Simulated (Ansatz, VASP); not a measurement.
**One calculation of Ir, two programs**

File POSCAR:

```
Ir
1.0
    2.7557434069      0.0000000000      0.0000000000
   -1.3778717035      2.3865437967      0.0000000000
    0.0000000000      0.0000000000      9.0076173676
Ir
4
Direct
    0.0000000000      0.0000000000      1.0000000000
    0.0000000000      0.0000000000      0.5000000000
    0.3333333333      0.6666666667      0.2500000000
    0.6666666667      0.3333333333      0.7500000000
```

INCAR.step1

```
ALGO = Normal
EDIFF = 1E-4
ENCUT = 520
GGA = PE
ISMEAR = -1
LASPH = T
LCHARG = F
LREAL = F
LWAVE = T
NBANDS = 26
NELM = 60
PREC = Accurate
SIGMA = 0.1
```

The input INCAR.step2:

```
ALGO = Normal
EDIFF = 1E-7
ENCUT = 520
ISIF = 2
ISMEAR = -1
ISTART = 1
LASPH = T
LCHARG = F
LMIXTAU = T
LREAL = F
LWAVE = F
METAGGA = R2SCAN
NBANDS = 26
NELM = 60
PREC = Accurate
SIGMA = 0.1
```

KPOINTS

```
k-points
0
Gamma
  15 15 4
```

Input for Ansatz:

```yaml
crystal:
  lattice:
    - [2.7557434069, 0.0, 0.0]
    - [-1.3778717035, 2.3865437967, 0.0]
    - [0.0, 0.0, 9.0076173676]
  atoms:
    - { symbol: Ir, position: [0.0, 0.0, 1.0] }
    - { symbol: Ir, position: [0.0, 0.0, 0.5] }
    - { symbol: Ir, position: [0.3333333333, 0.6666666667, 0.25] }
    - { symbol: Ir, position: [0.6666666667, 0.3333333333, 0.75] }
hamiltonian:
  xc: r2scan
  pseudopotentials:
    kind: paw
    azcp:
      Ir: "pseudopotentials/Ir.paw.azcp"
basis:
  ecutwfc: 500
  fft_grid_basis: typed
kpoints:
  mp_grid: { grid: [15, 15, 4], shift: [0, 0, 0] }
magnetization:
  spin_polarized: false
scf:
  occupations: { method: fermi_dirac, width: 0.1 }
  lower_state_search: "off"
output:
  stress: true
```

Alike in both runs: task single point; functional r2SCAN; k mesh 15 × 15 × 4; occupations fermi-dirac, width 0.1 eV; no spin polarisation.

|  | VASP | Ansatz |
| --- | --- | --- |
| version | VASP 6.6.1 | Ansatz 0.2.0 |
| potentials or method | VASP PAW PBE potentials, release 64 (Ir), cutoff 520 eV | plane waves (500 eV) with PAW, scalar-relativistic |
| valence electrons in the cell | 36 | 68 |

Ansatz gave:

* pressure (GPa): -13.4
* traceless stress, the component that is largest in VASP (GPa): -0.13

Q: What did VASP give for the same quantities?

A: Pressure (GPa): -11.4; traceless stress, the component that is largest in VASP (GPa): -0.10.

VASP's potentials were made for PBE, not for r2SCAN. VASP's potentials hold 36 valence electrons a cell and Ansatz's 68, so a difference there can come from the potentials and not from the codes.

Spin-orbit coupling is off throughout.
